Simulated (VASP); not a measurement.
# H4C19 in VASP: a series of runs, part 2 of 2

VASP 6.6.1. Earlier steps stand in the parts before.

### 3 Single point, PBE+D3(BJ)

The input, INCAR:

```
PREC     = Accurate       # precision mode
ENCUT    = 520            # plane-wave cutoff, eV
EDIFF    = 1E-7           # SCF threshold, eV
ISMEAR   = 0              # smearing method
SIGMA    = 0.02           # smearing width, eV
LREAL    = Auto         
LASPH    = T              # aspherical terms in the spheres
NELM     = 100            # most SCF steps
ALGO     = Normal         # electronic algorithm
ISIF     = 2              # what is computed and relaxed
LWAVE    = F              # write WAVECAR
LCHARG   = T              # write CHGCAR
GGA      = PE             # functional
IVDW     = 12             # dispersion correction
LELF     = T              # ELF
LVHAR    = T            
NBANDS   = 57             # bands
```

The input, KPOINTS:

```
regular mesh
0
Gamma
  2 2 1
```

The input, POSCAR:

```
H4C19
1.0
    7.3980000000      0.0000000000      0.0000000000
   -3.6990000000      6.4068560000      0.0000000000
    0.0000000000      0.0000000000     13.0000000000
C H
19 4
Direct
   -0.0028629510     -0.0001000449      0.0559256291
    0.2218859662      0.1122858180      0.0560477266
   -0.0004849850      0.3346209427      0.0561638761
    0.2194810648      0.4445853721      0.0560066569
   -0.0015085278      0.6655669451      0.0559110699
    0.2204947590      0.7765623656      0.0560482873
    0.3328640741      0.0012934790      0.0560631115
    0.5528461883      0.1112995726      0.0560747300
    0.3318728984      0.3322513262      0.0558805776
    0.5538322880      0.4432490533      0.0555612580
    0.3304934377      0.6665988649      0.0559157168
    0.5552285100      0.7789628109      0.0555888244
    0.6651814416     -0.0011108411      0.0559521457
    0.8871558350      0.1098861898      0.0560811849
    0.6637847540      0.3332179104      0.0558877136
    0.8885284698      0.4455981136      0.0560329725
    0.6662216007      0.6679561964      0.0552064184
    0.8861106626      0.7778991554      0.0555118344
    0.6744417957      0.6609881852      0.3206480010
    0.8225871625      0.7920483305      0.2938878472
    0.5455220312      0.6808545514      0.2931055649
    0.6567852522      0.5150050741      0.2901182460
    0.6728610722      0.6561212289      0.4048426070
```

Potentials or basis: VASP PAW PBE potentials, release 64 (C, H).

Run with:

```console
cat potpaw_PBE.64/C/POTCAR potpaw_PBE.64/H/POTCAR > POTCAR
mpirun -np 1 vasp_std > vasp.out
```

OUTCAR:

```text
PREC = Accurate
   ENCUT = 520
   EDIFF = 1E-7
   ISMEAR = 0
   LREAL = Auto
   LASPH = T
   NELM = 100
   ISIF = 2
   GGA = PE
   IVDW = 12
 IVDW          = 12

 ion  position               nearest neighbor table
   1  0.997  1.000  0.056-  14 1.41  18 1.42   2 1.44
   2  0.222  0.112  0.056-   9 1.41   7 1.42   1 1.44
   3  1.000  0.335  0.056-   4 1.41  16 1.42  14 1.44
   4  0.219  0.445  0.056-   3 1.41  11 1.42   9 1.44
   5  0.998  0.666  0.056-  16 1.41   6 1.42  18 1.44
   6  0.220  0.777  0.056-  11 1.41   5 1.42   7 1.44
[... 10 lines left out ...]
  17  0.666  0.668  0.055-  18 1.41  12 1.42  10 1.44
  18  0.886  0.778  0.056-  17 1.41   1 1.42   5 1.44
  19  0.674  0.661  0.321-  23 1.09  21 1.10  20 1.10  22 1.10
  20  0.823  0.792  0.294-  19 1.10
  21  0.546  0.681  0.293-  19 1.10
  22  0.657  0.515  0.290-  19 1.10
  23  0.673  0.656  0.405-  19 1.09

  LATTYP: Found a hexagonal cell.
 ALAT       =     7.3980000000
 C/A-ratio  =     1.7572316842

[... 205 lines left out ...]
 cond. band min:      -1.6197084043   @ k =   0.0000   0.0000   0.0000
 fundamental gap:      0.2199854630
 Fermi energy:        -1.7302571263

 k-point     1 :       0.0000    0.0000    0.0000
  band No.  band energies     occupation
      1     -21.2520      2.00000
      2     -18.7476      2.00000
      3     -18.7455      2.00000
      4     -18.6593      2.00000
      5     -18.6581      2.00000
      6     -18.5974      2.00000
[... 209 lines left out ...]
     51       3.6897      0.00000
     52       4.0265      0.00000
 [bands above 52 left out]

------------------------ aborting loop because EDIFF is reached ----------------------------------------

 Edisp (eV)   -1.78118

 E8    (eV) :    -0.5392

  FORCE on cell =-STRESS in cart. coord.  units (eV):
  Direction    XX          YY          ZZ          XY          YZ          ZX
  --------------------------------------------------------------------------------------
  -------------------------------------------------------------------------------------
  Total       1.11691     1.10954    -0.14854    -0.00320     0.00380    -0.00019
  in kB       2.90420     2.88503    -0.38623    -0.00833     0.00987    -0.00049
  external pressure =        1.80 kB  Pullay stress =        0.00 kB

 VOLUME and BASIS-vectors are now :
 -----------------------------------------------------------------------------
  energy-cutoff  :      520.00
  volume of cell :      616.17
      direct lattice vectors                 reciprocal lattice vectors
     7.398000000  0.000000000  0.000000000     0.135171668  0.078041398  0.000000000
    -3.699000000  6.406856000  0.000000000     0.000000000  0.156082796  0.000000000
     0.000000000  0.000000000 13.000000000     0.000000000  0.000000000  0.076923077

 POSITION                                       TOTAL-FORCE (eV/Angst)
 -----------------------------------------------------------------------------------
      3.67819      6.40622      0.72703         0.024484     -0.009082      0.001831
      1.22617      0.71940      0.72862        -0.017740     -0.016039     -0.001207
      6.15665      2.14387      0.73013         0.001206     -0.018777     -0.001229
     -0.02080      2.84839      0.72809         0.022215      0.018437      0.001104
      4.92491      4.26419      0.72684        -0.001057      0.021945     -0.001203
     -1.24128      4.97532      0.72863        -0.007022      0.012474      0.004051
[... 15 lines left out ...]
      2.95389      3.29956      3.77154         0.007819     -0.017430     -0.007777
      2.55083      4.20367      5.26295         0.001206     -0.000965      0.022950
 -----------------------------------------------------------------------------------
    total drift:                               -0.005238      0.006233      0.006638

  FREE ENERGIE OF THE ION-ELECTRON SYSTEM (eV)
  ---------------------------------------------------
  free  energy   TOTEN  =      -191.4279966851 eV

  energy  without entropy=     -191.4279966851  energy(sigma->0) =     -191.42799669
```

stdout:

```text
POSCAR found type information on POSCAR C H
 POSCAR found :  2 types and      23 ions
 scaLAPACK will be used
 LDA part: xc-table for (Slater+PW92), standard interpolation
 POSCAR, INCAR and KPOINTS ok, starting setup
 FFT: planning ... GRIDC
 FFT: planning ... GRID_SOFT
 FFT: planning ... GRID
 WAVECAR not read
 entering main loop
```

Wall time 3.5 min (1 thread of AMD EPYC 9R45 (Zen 5), shared host); peak memory 0.59 GiB.

What came out:

| Quantity | Value |
| --- | --- |
| Free energy | -191.4280 eV |
| Largest force | 0.038 eV/Å |
| Band gap on the k mesh | 0.22 eV, direct |
| Dispersion energy per atom | -0.077 eV |

Forces in eV/Å, atoms in the order of the input:
```
C    0.024 -0.009  0.002
C   -0.018 -0.016 -0.001
C    0.001 -0.019 -0.001
C    0.022  0.018  0.001
C   -0.001  0.022 -0.001
C   -0.007  0.012  0.004
C   -0.009 -0.026 -0.001
C    0.020 -0.018 -0.001
C   -0.014  0.021  0.003
C   -0.011  0.023 -0.010
C    0.020 -0.001  0.000
C   -0.006 -0.038 -0.003
C   -0.015  0.022  0.003
C   -0.009  0.011  0.002
C    0.013  0.019  0.005
C   -0.013 -0.008  0.000
C   -0.024 -0.018  0.002
C    0.022  0.006  0.002
C    0.006 -0.001 -0.006
H    0.011  0.018 -0.007
H   -0.023  0.000 -0.008
H    0.008 -0.017 -0.008
H    0.001 -0.001  0.023
```

Caveat: the k points lie up to 0.49 Å⁻¹ apart.

### 4 Single point, PBE+D3(BJ)

The input, INCAR:

```
PREC = Accurate
ENCUT = 520
EDIFF = 1E-6
ISMEAR = 0
SIGMA = 0.02
LREAL = Auto
LASPH = True
NELM = 60
ALGO = Normal
ISIF = 2
LWAVE = False
LCHARG = False
GGA = PE
IVDW = 12
NBANDS = 57
```

KPOINTS is that of step 3.

The input, POSCAR:

```
H4C19
1.0
    7.3980000000      0.0000000000      0.0000000000
   -3.6990000000      6.4068560000      0.0000000000
    0.0000000000      0.0000000000     13.0000000000
C H
19 4
Direct
   -0.0028629469     -0.0001000491      0.0559256154
    0.2218859424      0.1122858076      0.0560476923
   -0.0004850291      0.3346209123      0.0561638462
    0.2194810796      0.4445853005      0.0560066923
   -0.0015084651      0.6655670113      0.0559110769
    0.2204947344      0.7765623264      0.0560483077
    0.3328640851      0.0012934581      0.0560630769
    0.5528461646      0.1112995204      0.0560746923
    0.3318728606      0.3322512633      0.0558806154
    0.5538322967      0.4432490757      0.0555612308
    0.3304934087      0.6665988747      0.0559156923
    0.5552285337      0.7789628798      0.0555888462
    0.6651814001     -0.0011108413      0.0559521538
    0.8871558555      0.1098861907      0.0560811538
    0.6637848004      0.3332178841      0.0558876923
    0.8885284472      0.4455981218      0.0560330000
    0.6662215295      0.6679561707      0.0552063846
    0.8861107124      0.7778991755      0.0555118462
    0.6744417718      0.6609881664      0.3206480000
    0.8225871866      0.7920483932      0.2938878462
    0.5455220258      0.6808545408      0.2931055385
    0.6567852889      0.5150050196      0.2901182308
    0.6728610830      0.6561211927      0.4048426154
```

Run with:

```console
cat potpaw_PBE.64/C/POTCAR potpaw_PBE.64/H/POTCAR > POTCAR
mpirun -np 1 vasp_std > vasp.out
```

Run time: 3.6 min. Hardware: 1 thread of AMD EPYC 9R45 (Zen 5), shared host; peak memory 0.59 GiB.

Results (log left out):

| Property | Result |
| --- | --- |
| Free energy | -191.4280 eV |
| Largest force | 0.038 eV/Å |
| Band gap on the k mesh | 0.22 eV, direct |
| Dispersion energy per atom | -0.077 eV |

Forces in eV/Å, atoms in the order of the input:
```
C    0.024 -0.009  0.002
C   -0.018 -0.016 -0.001
C    0.001 -0.019 -0.001
C    0.022  0.018  0.001
C   -0.001  0.022 -0.001
C   -0.007  0.012  0.004
C   -0.009 -0.026 -0.001
C    0.020 -0.018 -0.001
C   -0.014  0.022  0.003
C   -0.011  0.023 -0.010
C    0.020 -0.001  0.000
C   -0.006 -0.038 -0.003
C   -0.015  0.022  0.003
C   -0.009  0.011  0.002
C    0.013  0.019  0.005
C   -0.013 -0.008  0.000
C   -0.024 -0.018  0.002
C    0.022  0.006  0.002
C    0.006 -0.001 -0.006
H    0.011  0.018 -0.007
H   -0.023  0.000 -0.008
H    0.008 -0.017 -0.008
H    0.001 -0.001  0.023
```

Levels at points of the mesh, in eV from the valence-band top:
```
           k point  band 37  band 38  band 39  band 40  band 41  band 42  band 43  band 44
(0.00, 0.00, 0.00)    -2.93    -2.93     0.00     0.00     0.22     0.22     3.15     4.12
(0.50, 0.00, 0.00)    -2.57    -2.52    -2.51    -2.25     1.79     2.59     2.59     2.66
(0.00, 0.50, 0.00)    -2.56    -2.52    -2.52    -2.25     1.79     2.59     2.59     2.66
(0.50, 0.50, 0.00)    -2.57    -2.52    -2.52    -2.25     1.79     2.59     2.59     2.67
```

Caveat: the k points lie up to 0.49 Å⁻¹ apart.

### 5 Single point, PBE+D3(BJ)

The input, INCAR:

```
SYSTEM = H4C19
ALGO = Normal
EDIFF = 1E-6
ENCUT = 520
GGA = PE
ISIF = 2
ISMEAR = 0
IVDW = 12
LASPH = .True.
LCHARG = .False.
LREAL = Auto
LWAVE = .False.
NBANDS = 57
NELM = 80
PREC = Accurate
SIGMA = 0.02
```

The input, KPOINTS:

```
k-points
0
Gamma
  2 2 1
  0 0 0
```

The input, POSCAR:

```
H4C19
1.0
    7.3980000000      0.0000000000      0.0000000000
   -3.6990000000      6.4068560000      0.0000000000
    0.0000000000      0.0000000000     13.0000000000
C H
19 4
Direct
   -0.0015085172     -0.0010997594      0.0559110769
    0.2204947604      0.1098957117      0.0560483077
   -0.0028629209      0.3332333363      0.0559256154
    0.2218859685      0.4456191929      0.0560476923
   -0.0004850031      0.6679542977      0.0561638462
    0.2194811056      0.7779186859      0.0560066923
    0.3304934347     -0.0000677399      0.0559156923
    0.5552284817      0.1122961090      0.0555888462
    0.3328641111      0.3346268435      0.0560630769
    0.5528461906      0.4446329057      0.0560746923
    0.3318728867      0.6655846487      0.0558806154
    0.5538322447      0.7765823050      0.0555612308
    0.6662215555      0.0012895561      0.0552063846
    0.8861107384      0.1112325609      0.0555118462
    0.6651814261      0.3322225441      0.0559521538
    0.8871558816      0.4432195760      0.0560811538
    0.6637848264      0.6665512695      0.0558876923
    0.8885284732      0.7789315071      0.0560330000
    0.6744417978      0.9943215518      0.3206480000
    0.8225871345      1.1253816224      0.2938878462
    0.5455220518      1.0141879262      0.2931055385
    0.6567853150      0.8483384050      0.2901182308
    0.6728611090      0.9894545780      0.4048426154
```

Run with:

```console
cat potpaw_PBE.64/C/POTCAR potpaw_PBE.64/H/POTCAR > POTCAR
mpirun -np 1 vasp_std > vasp.out
```

Run time: 3.4 min. Hardware: 1 thread of AMD EPYC 9R45 (Zen 5), shared host; peak memory 0.59 GiB.

Results (log left out):

```yaml
Free_energy: -191.4277 eV
Largest_force: 0.042 eV/Å
Band_gap_on_the_k_mesh: 0.22 eV, direct
Dispersion_energy_per_atom: -0.077 eV
```

Forces in eV/Å, atoms in the order of the input:
```
C   -0.008  0.018 -0.001
C   -0.021  0.014  0.002
C    0.018  0.002 -0.001
C   -0.013 -0.014  0.001
C    0.002 -0.016  0.001
C    0.024  0.008  0.001
C    0.029 -0.010  0.002
C   -0.001 -0.040 -0.004
C    0.000 -0.016  0.001
C    0.017 -0.017  0.000
C   -0.011  0.020  0.002
C   -0.003  0.023 -0.009
C   -0.034 -0.025  0.003
C    0.023  0.001  0.000
C   -0.014  0.017  0.004
C    0.002  0.023  0.000
C    0.015  0.013  0.004
C   -0.020 -0.008  0.000
C   -0.001  0.008 -0.006
H    0.011  0.018 -0.007
H   -0.023  0.000 -0.008
H    0.007 -0.018 -0.008
H    0.001 -0.001  0.023
```

Levels at points of the mesh, in eV from the valence-band top:
| k point | band 37 | band 38 | band 39 | band 40 | band 41 | band 42 | band 43 | band 44 |
| --- | --- | --- | --- | --- | --- | --- | --- | --- |
| (0.00, 0.00, 0.00) | -2.93 | -2.93 | 0.00 | 0.00 | 0.22 | 0.22 | 3.15 | 4.12 |
| (0.50, 0.00, 0.00) | -2.57 | -2.52 | -2.51 | -2.25 | 1.79 | 2.59 | 2.59 | 2.66 |
| (0.00, 0.50, 0.00) | -2.56 | -2.52 | -2.52 | -2.25 | 1.79 | 2.59 | 2.59 | 2.66 |
| (0.50, 0.50, 0.00) | -2.57 | -2.52 | -2.52 | -2.25 | 1.79 | 2.59 | 2.59 | 2.67 |

Caveat: the k points lie up to 0.49 Å⁻¹ apart.
